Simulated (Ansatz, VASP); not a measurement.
One calculation of ZnO, two programs

File INCAR:

```
SYSTEM = ZnO
PREC = Accurate
ENCUT = 520
EDIFF = 1E-8
ISMEAR = -1
SIGMA = 0.02
LREAL = .FALSE.
LASPH = .TRUE.
NELM = 60
ALGO = Normal
ISIF = 2
LWAVE = .FALSE.
LCHARG = .FALSE.
LEFG = .TRUE.
NBANDS = 26
```

Contents of KPOINTS:

```
regular mesh
0
G
  11 11 6
  0 0 0
```

Contents of POSCAR:

```
ZnO
1.0
    3.3131286040      0.0000000000      0.0000000000
   -1.6565643020      2.8692535371      0.0000000000
    0.0000000000      0.0000000000      5.3058612053
Zn O
2 2
Direct
    0.3333333333      0.6666666667      0.0000000000
    0.6666666667      0.3333333333      0.5000000000
    0.3333333333      0.6666666667      0.3821000000
    0.6666666667      0.3333333333      0.8821000000
```

Input for Ansatz:

```yaml
crystal:
  lattice:
    - [3.313128604, 0.0, 0.0]
    - [-1.656564302, 2.8692535371, 0.0]
    - [0.0, 0.0, 5.3058612053]
  atoms:
    - { symbol: Zn, position: [0.3333333333, 0.6666666667, 0.0] }
    - { symbol: Zn, position: [0.6666666667, 0.3333333333, 0.5] }
    - { symbol: O, position: [0.3333333333, 0.6666666667, 0.3821] }
    - { symbol: O, position: [0.6666666667, 0.3333333333, 0.8821] }
kpoints:
  mp_grid: { grid: [11, 11, 6] }
scf:
  occupations: { method: fermi_dirac, width: 0.02 }
hamiltonian:
  xc: lda
  pseudopotentials: { kind: all_electron, datasets: crystal }
output:
  forces: true
  stress: true
  eigenvalues: true
  efg: { contact_densities: true }
```

Change from the starting cell: volume scaled by 1.06, crystal datasets.

Alike in both runs: task electric field gradients; functional LDA; k mesh 11 × 11 × 6; occupations fermi-dirac, width 0.02 eV; no spin polarisation.

```csv
,VASP,Ansatz
version,VASP 6.6.1,Ansatz 0.2.0
potentials or method,"VASP PAW LDA potentials, release 64 (Zn, O), cutoff 520 eV","all-electron PAW with datasets made for the crystal, scalar-relativistic"
```

Ansatz gave:

* pressure (GPa): -13.6
* traceless stress, the component that is largest in VASP (GPa): 0.54
* rms of the force components (eV/Å): 0.023
* size of Vzz on the site where it differs most (V/Å²): 6.6

Question: What did VASP give for the same quantities?

Answer: Pressure (GPa): -12.8; traceless stress, the component that is largest in VASP (GPa): 0.53; rms of the force components (eV/Å): 0.023; size of Vzz on the site where it differs most (V/Å²): 7.1.

LDA's correlation is that of Perdew and Zunger in VASP and of Perdew and Wang (1992) in Ansatz. Atom by atom the forces differ by 0.000 eV/Å (rms over components). Ansatz ran all-electron here, and VASP with PAW potentials.
